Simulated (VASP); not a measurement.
Here is a VASP 6.6.1 calculation.

The input INCAR:

```
SYSTEM = Hf3SiMo
PREC = Accurate
ENCUT = 520
EDIFF = 1E-6
ISMEAR = 0
SIGMA = 0.1
LREAL = .FALSE.
LASPH = .TRUE.
NELM = 100
ALGO = Normal
ISIF = 2
LWAVE = .FALSE.
LCHARG = .FALSE.
GGA = PE
NBANDS = 32
```

KPOINTS

```
regular mesh
0
G
  4 4 4
  0 0 0
```

The input POSCAR:

```
Hf3SiMo
1.0
    4.8186678638      0.0000000000      0.0000000000
    0.0000000000      4.8186678638      0.0000000000
    0.0000000000      0.0000000000      4.8186678638
Hf Si Mo
3 1 1
Direct
    0.0000000000      0.5000000000      0.5000000000
    0.5000000000      0.0000000000      0.5000000000
    0.5000000000      0.5000000000      0.0000000000
    0.5000000000      0.5000000000      0.5000000000
    0.0000000000      0.0000000000      0.0000000000
```

Potentials or basis: VASP PAW PBE potentials, release 64 (Hf_pv, Si, Mo_sv).

Run with:

```console
$ cat potpaw_PBE.64/Hf_pv/POTCAR potpaw_PBE.64/Si/POTCAR potpaw_PBE.64/Mo_sv/POTCAR > POTCAR
$ mpirun -np 1 vasp_std > vasp.out
```

Question: Estimate the pressure.

Answer: 0.2 GPa.

Question: Estimate the band gap on the k mesh.

Answer: Zero (bands 24 and 25 overlap by 0.53 eV).

Caveat: spin-orbit coupling is left out, which moves the levels of the heavy elements.
